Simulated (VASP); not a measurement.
Set up this calculation in VASP 6.6.1, as the native input.

| Quantity | Value |
| --- | --- |
| Task | single point |
| Functional | PBEsol |
| Potentials or basis | VASP PAW PBE potentials, release 64 (Ga_d, Sb, P) |
| Cutoff | 500 eV |
| k mesh | 6 × 6 × 6 |
| Occupations | gaussian, width 0.1 eV |
| Spin | no spin polarisation |
| Dipole correction | no |
| Further INCAR settings | ALGO = Normal; EDIFF = 1e-06; NBANDS = 86 |

The structure of Ga8Sb3P5 lies in POSCAR:

```
Ga8Sb3P5
1.0
   -0.0116325346      5.7030448274      5.7030448274
    5.6914122928      0.0000000000      5.6914122928
    5.6914122928      5.6914122928      0.0000000000
Ga Sb P
8 3 5
Direct
   -0.0262450077      0.0087483359      0.0087483359
   -0.0143341179     -0.0147802760      0.5145571970
   -0.0143341179      0.5145571970     -0.0147802760
   -0.0143341179      0.5145571970      0.5145571970
    0.5201666395     -0.0076811615     -0.0076811615
    0.5201666395     -0.0076811615      0.4951956834
    0.5201666395      0.4951956834     -0.0076811615
    0.5038547464      0.4987150845      0.4987150845
    0.1259454681      0.1248462994      0.1248462994
    0.1259454681      0.1248462994      0.6243619332
    0.1259454681      0.6243619332      0.1248462994
    0.1253737269      0.6248754244      0.6248754244
    0.6213832325      0.1262055892      0.1262055892
    0.6267664442      0.1230338486      0.6250998536
    0.6267664442      0.6250998536      0.1230338486
    0.6267664442      0.6250998536      0.6250998536
```

One way to write it, as run:

INCAR

```
SYSTEM = Ga8Sb3P5
PREC = Accurate
ENCUT = 500
EDIFF = 1E-6
ISMEAR = 0
SIGMA = 0.1
LREAL = .False.
LASPH = .True.
NELM = 120
ALGO = Normal
ISIF = 2
LWAVE = .False.
LCHARG = .False.
GGA = PS
NBANDS = 86
GGA_COMPAT = .False.
```

KPOINTS

```
regular mesh
0
Gamma
  6 6 6
  0 0 0
```

Potentials or basis: VASP PAW PBE potentials, release 64 (Ga_d, Sb, P).

The run is started by

```console
$ cat potpaw_PBE.64/Ga_d/POTCAR potpaw_PBE.64/Sb/POTCAR potpaw_PBE.64/P/POTCAR > POTCAR
$ mpirun -np 1 vasp_std > vasp.out
```

Results of the run:

| Quantity | Value |
| --- | --- |
| Pressure | 0.0 GPa |
| Largest force | 0.030 eV/Å |
| Band gap on the k mesh | zero (filled and empty bands touch) |

Caveat: semilocal functionals underestimate gaps, so a narrow gap can read as zero; the PAW data sets were made with another functional, which shifts forces and pressure a little; spin-orbit coupling is left out, which moves the levels of the heavy elements.

Wall time 14 min on 1 thread of Intel(R) Xeon(R) 6975P-C (Granite Rapids), on a shared host, peak memory 0.92 GiB.
